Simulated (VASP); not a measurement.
PbS, 2 atoms in the cell. The structure is cubic, space group Pm-3m (No. 221). Conventional cell: a = 3.654 Å, b = 3.654 Å, c = 3.654 Å, α = 90.00°, β = 90.00°, γ = 90.00°. Within 4.2 Å of Pb (site symmetry m-3m) lie 8 S at 3.16 Å and 6 Pb at 3.65 Å. S (site symmetry m-3m) has 8 Pb at 3.16 Å and 6 S at 3.65 Å within 4.2 Å. 

| Quantity | Value |
| --- | --- |
| Program | VASP 6.6.1 |
| Task | single point |
| Functional | r2SCAN |
| Potentials or basis | VASP PAW PBE potentials, release 64 (Pb_d, S) |
| Cutoff | 520 eV |
| k mesh | 6 × 6 × 6 |
| Occupations | gaussian, width 0.05 eV |
| Spin | non-collinear spin, zero start, spin-orbit coupling |
| Starting moments | [[0.0, 0.0, 0.0], [0.0, 0.0, 0.0]] μB |
| Dipole correction | no |
| Further INCAR settings | ALGO = Normal; EDIFF = 1e-07; NBANDS = 32 |

Potentials or basis: VASP PAW PBE potentials, release 64 (Pb_d, S).

The run is started by

```bash
$ cat potpaw_PBE.64/Pb_d/POTCAR potpaw_PBE.64/S/POTCAR > POTCAR
$ cp INCAR.step1 INCAR
$ mpirun -np 1 vasp_ncl > vasp.out
$ cp INCAR.step2 INCAR
$ mpirun -np 1 vasp_ncl > vasp.out
```

Hardware: 1 thread of Intel(R) Xeon(R) 6975P-C (Granite Rapids), with other jobs on the host.

**Question.** Estimate the wall time of this run.

**Answer.** It took 2.6 min on 1 thread of Intel(R) Xeon(R) 6975P-C (Granite Rapids), with other jobs on the host, peak memory 0.31 GiB. Counts: k points 20.
